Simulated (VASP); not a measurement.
RbBr, 2 atoms in the cell. Symmetry: Fm-3m, No. 225, cubic system. Conventional cell: a = 6.854 Å, b = 6.854 Å, c = 6.854 Å, α = 90.00°, β = 90.00°, γ = 90.00°. Rb (site symmetry m-3m) has 6 Br at 3.43 Å within 4.5 Å. Within 4.5 Å of Br (site symmetry m-3m) lie 6 Rb at 3.43 Å. 

- Program: VASP 6.6.1
- Task: relaxation of cell and atoms
- Functional: PBE
- Dispersion: D4
- Potentials or basis: VASP PAW PBE potentials, release 64 (Rb_sv, Br)
- Cutoff: 600 eV
- k mesh: 6 × 6 × 6
- Occupations: methfessel-paxton, width 0.05 eV
- Spin: no spin polarisation
- Dipole correction: no
- Further INCAR settings: ALGO = Normal; EDIFF = 1e-07; IBRION = 2; EDIFFG = -0.01; NSW = 80; ISIF = 3

Potentials or basis: VASP PAW PBE potentials, release 64 (Rb_sv, Br).

Command:

```sh
$ cat potpaw_PBE.64/Rb_sv/POTCAR potpaw_PBE.64/Br/POTCAR > POTCAR
$ mpirun -np 1 vasp_std > vasp.out
```

Hardware: 1 thread of Intel(R) Xeon(R) 6975P-C (Granite Rapids), with other jobs on the host.

**Question.** Estimate the wall time of this run.

**Answer.** Run time: 28 s on 1 thread of Intel(R) Xeon(R) 6975P-C (Granite Rapids) (shared host), peak memory 0.25 GiB. Counts: scf iterations 32, k points 16, ion steps 3.
